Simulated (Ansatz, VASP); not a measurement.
# Nb: VASP beside Ansatz

File INCAR:

```
SYSTEM = Nb
ALGO = Normal ; EDIFF = 1E-7
ENCUT = 520 ; GGA = RE
ISIF = 2 ; ISMEAR = -1
IVDW = 13 ; LASPH = .TRUE.
LCHARG = .FALSE. ; LREAL = .FALSE.
LWAVE = .FALSE. ; NBANDS = 12
NELM = 60 ; PREC = Accurate
SIGMA = 0.2
```

File KPOINTS:

```
k-points
0
G
  12 12 12
  0 0 0
```

The input POSCAR:

```
Nb
1.0
   -1.6639500000      1.6639500000      1.6639500000
    1.6639500000     -1.6639500000      1.6639500000
    1.6639500000      1.6639500000     -1.6639500000
Nb
1
Direct
    0.0000000000      0.0000000000      0.0000000000
```

Input for Ansatz:

```yaml
crystal:
  lattice:
    - [-1.66395, 1.66395, 1.66395]
    - [1.66395, -1.66395, 1.66395]
    - [1.66395, 1.66395, -1.66395]
  atoms:
    - { symbol: Nb, position: [0.0, 0.0, 0.0] }
accuracy: medium
kpoints:
  mp_grid:
    grid: [12, 12, 12]
hamiltonian:
  xc: revpbe
  dispersion: d4
  pseudopotentials:
    kind: nc
scf:
  algorithm: density_mixing
  occupations:
    method: fermi_dirac
    width: 0.2
output:
  stress: true
```

Alike in both runs: task single point; functional revPBE; dispersion D4; k mesh 12 × 12 × 12; occupations fermi-dirac, width 0.2 eV; no spin polarisation.

```csv
,VASP,Ansatz
version,VASP 6.6.1,Ansatz 0.2.0
potentials or method,"VASP PAW PBE potentials, release 64 (Nb_sv)","plane waves, norm-conserving potentials"
plane-wave cutoff (eV),520,1116
valence electrons in the cell,13,13
```

VASP gave:

- pressure (GPa): -4.5

Question: What did Ansatz give for the same quantities?

Answer: Pressure (GPa): -4.2.

VASP's potentials were made for PBE, not for revPBE.
